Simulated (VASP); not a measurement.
# RbHoBr4 (P4/mmm) in VASP: a series of runs

Runs on RbHoBr4. Level: PBE. Tasks: single point.

All numbers are computed with VASP 6.6.1; they aren't measurements. Logs are shortened: lines on timing, memory, paths and dates and some standing lists are left out, and cuts for length are marked.

### 1 The cell of the first run

Symmetry: P4/mmm, No. 123, tetragonal system. Conventional cell: a = 5.527 Å, b = 5.527 Å, c = 9.082 Å, α = 90.00°, β = 90.00°, γ = 90.00°. Within 5.6 Å of Rb (site symmetry 4/mmm) lie 16 Br at 4.29 to 5.32 Å and 4 Rb at 5.53 Å. Within 3.6 Å of Ho (site symmetry 4/mmm) lie 6 Br at 2.76 Å. Br (site symmetry 4mm) has 1 Ho at 2.76 Å and 1 Br at 3.56 Å within 3.6 Å. Within 3.6 Å of Br (site symmetry mmm) lie 2 Ho at 2.76 Å.

### 2 Single point, PBE

File INCAR:

```
PREC = Accurate ; ENCUT = 500
EDIFF = 1E-6 ; ISMEAR = 0
SIGMA = 0.01 ; LREAL = F
LASPH = T ; NELM = 200
ALGO = Normal ; ISIF = 2
LWAVE = F ; LCHARG = F
GGA = PE ; NBANDS = 32
GGA_COMPAT = F ; LMAXMIX = 6
```

File KPOINTS:

```
regular mesh
0
Gamma
  4 4 4
```

File POSCAR:

```
RbHoBr4
1.0
    5.5270344124      0.0000000000      0.0000000000
    0.0000000000      5.5270344124      0.0000000000
    0.0000000000      0.0000000000      9.0816754382
Rb Ho Br
1 1 4
Direct
    0.0000000000      0.0000000000      0.0000000000
    0.5000000000      0.5000000000      0.5000000000
    0.5000000000      0.5000000000      0.8039637733
    0.5000000000      0.5000000000      0.1960362267
    0.5000000000      0.0000000000      0.5000000000
    0.0000000000      0.5000000000      0.5000000000
```

Potentials or basis: VASP PAW PBE potentials, release 64 (Rb_sv, Ho_3, Br), 4f in core.

Command:

```
$ cat potpaw_PBE.64/Rb_sv/POTCAR potpaw_PBE.64/Ho_3/POTCAR potpaw_PBE.64/Br/POTCAR > POTCAR
$ mpirun -np 1 vasp_std > vasp.out
```

OUTCAR:

```text
PREC = Accurate
   ENCUT = 500
   EDIFF = 1E-6
   ISMEAR = 0
   LREAL = F
   LASPH = T
   NELM = 200
   ISIF = 2
   GGA = PE

 ion  position               nearest neighbor table
   1  0.000  0.000  0.000-   3 4.29   4 4.29   3 4.29   4 4.29   3 4.29   4 4.29   3 4.29   4 4.29

   2  0.500  0.500  0.500-   3 2.76   4 2.76   5 2.76   6 2.76   5 2.76   6 2.76
   3  0.500  0.500  0.804-   2 2.76   1 4.29   1 4.29   1 4.29   1 4.29
   4  0.500  0.500  0.196-   2 2.76   1 4.29   1 4.29   1 4.29   1 4.29
   5  0.500  0.000  0.500-   2 2.76   2 2.76
   6  0.000  0.500  0.500-   2 2.76   2 2.76

  LATTYP: Found a simple tetragonal cell.
 ALAT       =     5.5270344124
 C/A-ratio  =     1.6431371257

  Lattice vectors:

 A1 = (   5.5270344124,   0.0000000000,   0.0000000000)
 A2 = (   0.0000000000,   5.5270344124,   0.0000000000)
 A3 = (   0.0000000000,   0.0000000000,   9.0816754382)

Analysis of symmetry for initial positions (statically):
=====================================================================
 Subroutine PRICEL returns:
 Original cell was already a primitive cell.

 Routine SETGRP: Setting up the symmetry group for a
 simple tetragonal supercell.

 Subroutine GETGRP returns: Found 16 space group operations
 (whereof 16 operations were pure point group operations)
 out of a pool of 16 trial point group operations.

The static configuration has the point symmetry D_4h.

Analysis of symmetry for dynamics (positions and initial velocities):
=====================================================================
 Subroutine PRICEL returns:
 Original cell was already a primitive cell.

 Routine SETGRP: Setting up the symmetry group for a
 simple tetragonal supercell.

 Subroutine GETGRP returns: Found 16 space group operations
 (whereof 16 operations were pure point group operations)
 out of a pool of 16 trial point group operations.

The dynamic configuration has the point symmetry D_4h.

 Subroutine INISYM returns: Found 16 space group operations
 (whereof 16 operations are pure point group operations),
 and found     1 'primitive' translations

----------------------------------------------------------------------------------------

                                     Primitive cell

  volume of cell :     277.4280

  direct lattice vectors                    reciprocal lattice vectors
     5.527034412  0.000000000  0.000000000     0.180928854  0.000000000  0.000000000
     0.000000000  5.527034412  0.000000000     0.000000000  0.180928854  0.000000000
     0.000000000  0.000000000  9.081675438     0.000000000  0.000000000  0.110111841

  length of vectors
     5.527034412  5.527034412  9.081675438     0.180928854  0.180928854  0.110111841

  position of ions in fractional coordinates (direct lattice)
     0.000000000  0.000000000  0.000000000
     0.500000000  0.500000000  0.500000000
     0.500000000  0.500000000  0.803963773
     0.500000000  0.500000000  0.196036227
     0.500000000  0.000000000  0.500000000
     0.000000000  0.500000000  0.500000000

  ion indices of the primitive-cell ions
   primitive index   ion index
                 1           1
                 2           2
                 3           3
                 4           4
                 5           5
                 6           6

----------------------------------------------------------------------------------------

 KPOINTS: regular mesh

Automatic generation of k-mesh.
 Grid dimensions read from file:
 generate k-points for:    4    4    4

 Generating k-lattice:

  Cartesian coordinates                     Fractional coordinates (reciprocal lattice)
     0.045232213  0.000000000  0.000000000     0.250000000  0.000000000  0.000000000
     0.000000000  0.045232213  0.000000000     0.000000000  0.250000000  0.000000000
     0.000000000  0.000000000  0.027527960     0.000000000  0.000000000  0.250000000

  Length of vectors
     0.045232213  0.045232213  0.027527960

  Shift w.r.t. Gamma in fractional coordinates (k-lattice)
     0.000000000  0.000000000  0.000000000

[... 54 lines left out ...]
      1     -27.9086      2.00000
      2     -24.7296      2.00000
      3     -24.7169      2.00000
      4     -24.5660      2.00000
      5     -15.2286      2.00000
      6     -14.9816      2.00000
[... 24 lines left out ...]
     31       4.8316      0.00000
     32       5.1507      0.00000

 k-point     3 :       0.5000    0.0000    0.0000
  band No.  band energies     occupation
      1     -27.9085      2.00000
      2     -24.7421      2.00000
      3     -24.7167      2.00000
      4     -24.5658      2.00000
      5     -15.1707      2.00000
      6     -14.9064      2.00000
[... 24 lines left out ...]
     31       4.8107      0.00000
     32       5.2482      0.00000

 k-point     4 :       0.2500    0.2500    0.0000
  band No.  band energies     occupation
      1     -27.9085      2.00000
      2     -24.7295      2.00000
      3     -24.7294      2.00000
      4     -24.5658      2.00000
      5     -15.1187      2.00000
      6     -14.9635      2.00000
[... 24 lines left out ...]
     31       5.0007      0.00000
     32       5.0544      0.00000

 k-point     5 :       0.5000    0.2500    0.0000
  band No.  band energies     occupation
      1     -27.9083      2.00000
      2     -24.7418      2.00000
      3     -24.7292      2.00000
      4     -24.5656      2.00000
      5     -15.0415      2.00000
      6     -14.9044      2.00000
[... 374 lines left out ...]
     31       5.1088      0.00000
     32       5.2233      0.00000

 k-point    16 :       0.2500    0.2500    0.5000
  band No.  band energies     occupation
      1     -27.9085      2.00000
      2     -24.7295      2.00000
      3     -24.7294      2.00000
      4     -24.5658      2.00000
      5     -15.1166      2.00000
      6     -14.9635      2.00000
[... 24 lines left out ...]
     31       5.0246      0.00000
     32       5.1317      0.00000

 k-point    17 :       0.5000    0.2500    0.5000
  band No.  band energies     occupation
      1     -27.9083      2.00000
      2     -24.7418      2.00000
      3     -24.7292      2.00000
      4     -24.5656      2.00000
      5     -15.0401      2.00000
      6     -14.9044      2.00000
[... 24 lines left out ...]
     31       5.1252      0.00000
     32       5.3589      0.00000

 k-point    18 :       0.5000    0.5000    0.5000
  band No.  band energies     occupation
      1     -27.9082      2.00000
      2     -24.7416      2.00000
      3     -24.7416      2.00000
      4     -24.5654      2.00000
      5     -14.9024      2.00000
      6     -14.9024      2.00000
[... 24 lines left out ...]
     31       5.5733      0.00000
     32       5.7159      0.00000

------------------------ aborting loop because EDIFF is reached ----------------------------------------

  FORCE on cell =-STRESS in cart. coord.  units (eV):
  Direction    XX          YY          ZZ          XY          YZ          ZX
  --------------------------------------------------------------------------------------
  -------------------------------------------------------------------------------------
  Total        0.0305307      0.0305307      0.0714623      0.0000000      0.0000000     -0.0000000
  in kB        0.1763183      0.1763183      0.4127027      0.0000000      0.0000000     -0.0000000
  external PRESSURE =       0.2551131 kB  Pullay stress =       0.0000000 kB

 VOLUME and BASIS-vectors are now :
 -----------------------------------------------------------------------------
  energy-cutoff  :      500.00
  volume of cell :      277.43
      direct lattice vectors                 reciprocal lattice vectors
     5.527034412  0.000000000  0.000000000     0.180928854  0.000000000  0.000000000
     0.000000000  5.527034412  0.000000000     0.000000000  0.180928854  0.000000000
     0.000000000  0.000000000  9.081675438     0.000000000  0.000000000  0.110111841

 POSITION                                       TOTAL-FORCE (eV/Angst)
 -----------------------------------------------------------------------------------
      0.00000      0.00000      0.00000        -0.000000     -0.000000      0.000000
      2.76352      2.76352      4.54084        -0.000000     -0.000000      0.000000
      2.76352      2.76352      7.30134         0.000000      0.000000      0.010203
      2.76352      2.76352      1.78034        -0.000000     -0.000000     -0.010203
      2.76352      0.00000      4.54084        -0.000000     -0.000000      0.000000
      0.00000      2.76352      4.54084        -0.000000     -0.000000      0.000000
 -----------------------------------------------------------------------------------
    total drift:                                0.000000     -0.000000     -0.000000

  FREE ENERGIE OF THE ION-ELECTRON SYSTEM (eV)
  ---------------------------------------------------
  free  energy   TOTEN  =       -22.6052023256 eV

  energy  without entropy=      -22.6052023256  energy(sigma->0) =      -22.60520233
```

It took 4.6 min on 1 thread of Intel Xeon Platinum 8488C (Sapphire Rapids), shared host; peak memory 0.41 GiB.

Results:

| Property | Result |
| --- | --- |
| Free energy | -22.6052 eV |
| Pressure | 0.0 GPa |
| Largest force | 0.010 eV/Å |
| Band gap on the k mesh | 3.23 eV |

Forces on the atoms (eV/Å):
```
Rb   0.000  0.000  0.000
Ho   0.000  0.000  0.000
Br   0.000  0.000  0.010
Br   0.000  0.000 -0.010
Br   0.000  0.000  0.000
Br   0.000  0.000  0.000
```

Levels at points of the mesh, in eV from the valence-band top:
| k point | band 20 | band 21 | band 22 | band 23 | band 24 | band 25 | band 26 | band 27 |
| --- | --- | --- | --- | --- | --- | --- | --- | --- |
| (0.00, 0.00, 0.00) | -0.73 | -0.57 | -0.57 | 0.00 | 3.23 | 3.65 | 4.12 | 4.12 |
| (0.50, 0.00, 0.00) | -0.70 | -0.59 | -0.11 | -0.11 | 4.16 | 4.65 | 4.83 | 5.21 |
| (0.50, 0.50, 0.00) | -0.32 | -0.24 | -0.12 | -0.12 | 5.21 | 5.21 | 5.44 | 5.57 |
| (0.00, 0.00, 0.50) | -0.79 | -0.79 | -0.37 | -0.37 | 3.23 | 3.98 | 3.98 | 4.17 |
| (0.50, 0.00, 0.50) | -0.89 | -0.59 | -0.36 | -0.35 | 4.00 | 4.65 | 4.70 | 4.83 |
| (0.50, 0.50, 0.50) | -0.66 | -0.31 | -0.31 | -0.24 | 5.04 | 5.04 | 5.08 | 5.57 |

Caveat: spin-orbit coupling is left out, which moves the levels of the heavy elements; the 4f electrons are frozen in the core, so they carry no moment and show no levels.

### 3 Single point, PBE (47.62 Å³/atom)

This run uses another cell than the first one, of 47.62 Å³/atom.

File INCAR:

```
SYSTEM = RbHoBr4
PREC = Accurate ; ENCUT = 500
EDIFF = 1E-6 ; ISMEAR = 0
SIGMA = 0.02 ; LREAL = .False.
LASPH = .True. ; NELM = 200
ALGO = Normal ; ISIF = 2
LWAVE = .False. ; LCHARG = .False.
GGA = PE ; NBANDS = 32
GGA_COMPAT = .False. ; LMAXMIX = 6
```

File KPOINTS:

```
Automatic mesh
0
Gamma
  4 4 4
  0 0 0
```

File POSCAR:

```
RbHoBr4
1.0
    5.5705916406      0.0000000000      0.0000000000
    0.0000000000      5.5705916406      0.0000000000
    0.0000000000      0.0000000000      9.2070707032
Rb Ho Br
1 1 4
Direct
    0.0000000000      0.0000000000      0.0000000000
    0.5000000000      0.5000000000      0.5000000000
    0.5000000000      0.5000000000      0.8006767652
    0.5000000000      0.5000000000      0.1993232348
    0.5000000000      0.0000000000      0.5000000000
    0.0000000000      0.5000000000      0.5000000000
```

Potentials or basis: VASP PAW PBE potentials, release 64 (Rb_sv, Ho_3, Br), 4f in core.

Command:

```
$ cat potpaw_PBE.64/Rb_sv/POTCAR potpaw_PBE.64/Ho_3/POTCAR potpaw_PBE.64/Br/POTCAR > POTCAR
$ mpirun -np 1 vasp_std > vasp.out
```

It took 5.5 min on 1 thread of Intel Xeon Platinum 8488C (Sapphire Rapids), shared host; peak memory 0.44 GiB.

The run converged. Its results:

```yaml
Free_energy: -22.5950 eV
Pressure: -0.4 GPa
Largest_force: 0.012 eV/Å
Band_gap_on_the_k_mesh: 3.31 eV (least direct gap 3.33 eV)
```

Forces in eV/Å, atoms in the order of the input:
```
Rb   0.000  0.000  0.000
Ho   0.000  0.000  0.000
Br   0.000  0.000  0.012
Br   0.000  0.000 -0.012
Br   0.000  0.000  0.000
Br   0.000  0.000  0.000
```

Levels at points of the mesh, in eV from the valence-band top:
```tsv
k point	band 21	band 22	band 23	band 24	band 25	band 26
(0.00, 0.00, 0.00)	-0.48	-0.48	-0.01	3.31	3.67	4.16
(0.50, 0.00, 0.00)	-0.49	-0.12	-0.05	4.20	4.67	4.80
(0.50, 0.50, 0.00)	-0.16	-0.05	-0.05	5.21	5.21	5.45
(0.00, 0.00, 0.50)	-0.69	-0.31	-0.31	3.32	4.05	4.05
(0.50, 0.00, 0.50)	-0.52	-0.29	-0.26	4.06	4.66	4.69
(0.50, 0.50, 0.50)	-0.22	-0.22	-0.16	5.04	5.04	5.13
```

Caveat: spin-orbit coupling is left out, which moves the levels of the heavy elements; the 4f electrons are frozen in the core, so they carry no moment and show no levels.

### 4 Single point, PBE (49.01 Å³/atom)

This run uses another cell than the first one, of 49.01 Å³/atom.

File INCAR:

```
SYSTEM = RbHoBr4
ALGO     = Normal         ! electronic algorithm
EDIFF    = 1E-6           ! SCF threshold, eV
ENCUT    = 500            ! plane-wave cutoff, eV
GGA      = PE             ! functional
GGA_COMPAT= .False.      
ISIF     = 2              ! what is computed and relaxed
ISMEAR   = 0              ! smearing method
LASPH    = .True.         ! aspherical terms in the spheres
LCHARG   = .True.         ! write CHGCAR
LELF     = .True.         ! ELF
LMAXMIX  = 6              ! l up to which the mixer works
LREAL    = .False.        ! projectors in reciprocal space
LVHAR    = .True.       
LWAVE    = .False.        ! write WAVECAR
NBANDS   = 32             ! bands
NELM     = 200            ! most SCF steps
PREC     = Accurate       ! precision mode
SIGMA    = 0.02           ! smearing width, eV
```

File KPOINTS:

```
k-points
0
Gamma
  4 4 4
  0 0 0
```

File POSCAR:

```
RbHoBr4
1.0
    5.6111183620      0.0000000000      0.0000000000
    0.0000000000      5.6111183620      0.0000000000
    0.0000000000      0.0000000000      9.3388608670
Rb Ho Br
1 1 4
Direct
    0.0000000000      0.0000000000      0.0000000000
    0.5000000000      0.5000000000      0.5000000000
    0.5000000000      0.5000000000      0.7971507530
    0.5000000000      0.5000000000      0.2028492470
    0.5000000000      0.0000000000      0.5000000000
    0.0000000000      0.5000000000      0.5000000000
```

Command:

```
$ cat potpaw_PBE.64/Rb_sv/POTCAR potpaw_PBE.64/Ho_3/POTCAR potpaw_PBE.64/Br/POTCAR > POTCAR
$ mpirun -np 1 vasp_std > vasp.out
```

Run time: 5.4 min. Hardware: 1 thread of Intel Xeon Platinum 8488C (Sapphire Rapids), shared host; peak memory 0.44 GiB.

Results (log left out):

- Free energy: -22.5653 eV
- Pressure: -0.7 GPa
- Largest force: 0.010 eV/Å
- Band gap on the k mesh: 3.37 eV (least direct gap 3.42 eV)

Forces in eV/Å, atoms in the order of the input:
```
Rb   0.000  0.000  0.000
Ho   0.000  0.000  0.000
Br   0.000  0.000  0.010
Br   0.000  0.000 -0.010
Br   0.000  0.000  0.000
Br   0.000  0.000  0.000
```

Levels at points of the mesh, in eV from the valence-band top:
```csv
k point,band 21,band 22,band 23,band 24,band 25,band 26
"(0.00, 0.00, 0.00)",-0.41,-0.41,-0.04,3.37,3.67,4.19
"(0.50, 0.00, 0.00)",-0.42,-0.14,-0.01,4.23,4.66,4.76
"(0.50, 0.50, 0.00)",-0.09,-0.01,-0.01,5.18,5.18,5.43
"(0.00, 0.00, 0.50)",-0.62,-0.27,-0.27,3.38,4.09,4.09
"(0.50, 0.00, 0.50)",-0.48,-0.25,-0.19,4.10,4.66,4.67
"(0.50, 0.50, 0.50)",-0.15,-0.15,-0.09,5.03,5.03,5.15
```

Caveat: spin-orbit coupling is left out, which moves the levels of the heavy elements; the 4f electrons are frozen in the core, so they carry no moment and show no levels.

### 5 Single point, PBE (50.85 Å³/atom)

This run uses another cell than the first one, of 50.85 Å³/atom.

File INCAR:

```
ALGO = Normal ; EDIFF = 1E-6
ENCUT = 500 ; GGA = PE
GGA_COMPAT = F ; ISIF = 2
ISMEAR = 0 ; LASPH = T
LCHARG = F ; LMAXMIX = 6
LREAL = F ; LWAVE = F
NBANDS = 32 ; NELM = 200
PREC = Accurate ; SIGMA = 0.02
```

File KPOINTS:

```
k-points
0
Gamma
  4 4 4
```

File POSCAR:

```
RbHoBr4
1.0
    5.6611344839      0.0000000000      0.0000000000
    0.0000000000      5.6611344839      0.0000000000
    0.0000000000      0.0000000000      9.5207824354
Rb Ho Br
1 1 4
Direct
    0.0000000000      0.0000000000      0.0000000000
    0.5000000000      0.5000000000      0.5000000000
    0.5000000000      0.5000000000      0.7920863831
    0.5000000000      0.5000000000      0.2079136169
    0.5000000000      0.0000000000      0.5000000000
    0.0000000000      0.5000000000      0.5000000000
```

Command:

```
$ cat potpaw_PBE.64/Rb_sv/POTCAR potpaw_PBE.64/Ho_3/POTCAR potpaw_PBE.64/Br/POTCAR > POTCAR
$ mpirun -np 1 vasp_std > vasp.out
```

Wall time 4.5 min (1 thread of Intel Xeon Platinum 8488C (Sapphire Rapids), shared host); peak memory 0.44 GiB.

Results (log left out):

* Free energy: -22.5025 eV
* Pressure: -1.1 GPa
* Largest force: 0.011 eV/Å
* Band gap on the k mesh: 3.41 eV (least direct gap 3.52 eV)

Forces on the atoms (eV/Å):
```
Rb   0.000  0.000  0.000
Ho   0.000  0.000  0.000
Br   0.000  0.000  0.011
Br   0.000  0.000 -0.011
Br   0.000  0.000  0.000
Br   0.000  0.000  0.000
```

Levels at points of the mesh, in eV from the valence-band top:
```
           k point  band 19  band 20  band 21  band 22  band 23  band 24  band 25  band 26  band 27  band 28
(0.00, 0.00, 0.00)    -0.56    -0.56    -0.38    -0.38    -0.11     3.41     3.60     4.19     4.19     4.67
(0.50, 0.00, 0.00)    -0.62    -0.58    -0.38    -0.21     0.00     4.22     4.63     4.67     4.99     5.12
(0.50, 0.50, 0.00)    -0.66    -0.46    -0.05     0.00     0.00     5.12     5.12     5.35     5.44     5.85
(0.00, 0.00, 0.50)    -0.63    -0.56    -0.56    -0.27    -0.27     3.41     4.04     4.11     4.11     4.51
(0.50, 0.00, 0.50)    -0.70    -0.61    -0.46    -0.25    -0.14     4.12     4.58     4.63     4.68     5.53
(0.50, 0.50, 0.50)    -0.53    -0.53    -0.10    -0.10    -0.05     4.98     4.98     5.11     5.44     6.41
```

Caveat: spin-orbit coupling is left out, which moves the levels of the heavy elements; the 4f electrons are frozen in the core, so they carry no moment and show no levels. Spin polarisation is off, so any magnetic state and its effect on volume and gap are missing.

### 6 Summary

| cell | smearing | gap on the mesh (eV) | pressure (GPa) | largest force (eV/Å) |
| --- | --- | --- | --- | --- |
| a = 5.527, b = 5.527, c = 9.082 Å, 6 atoms, atomic positions A | gaussian 0.01 eV | 3.23 | 0.0 | 0.01 |
| a = 5.571, b = 5.571, c = 9.207 Å, 6 atoms, atomic positions B | gaussian 0.02 eV | 3.31 | -0.4 | 0.01 |
| a = 5.611, b = 5.611, c = 9.339 Å, 6 atoms, atomic positions C | gaussian 0.02 eV | 3.37 | -0.7 | 0.01 |
| a = 5.661, b = 5.661, c = 9.521 Å, 6 atoms, atomic positions D | gaussian 0.02 eV | 3.41 | -1.1 | 0.01 |

Alike in all rows: task single point; level PBE; potentials or basis VASP PAW PBE potentials, release 64 (Rb_sv, Ho_3, Br), 4f in core; no spin polarisation; k mesh 4 × 4 × 4; cutoff (eV) 500.

Caveats: spin-orbit coupling is left out, which moves the levels of the heavy elements; the 4f electrons are frozen in the core, so they carry no moment and show no levels.

Total energies depend on the potentials used, so only differences within one code and one set of settings carry meaning.
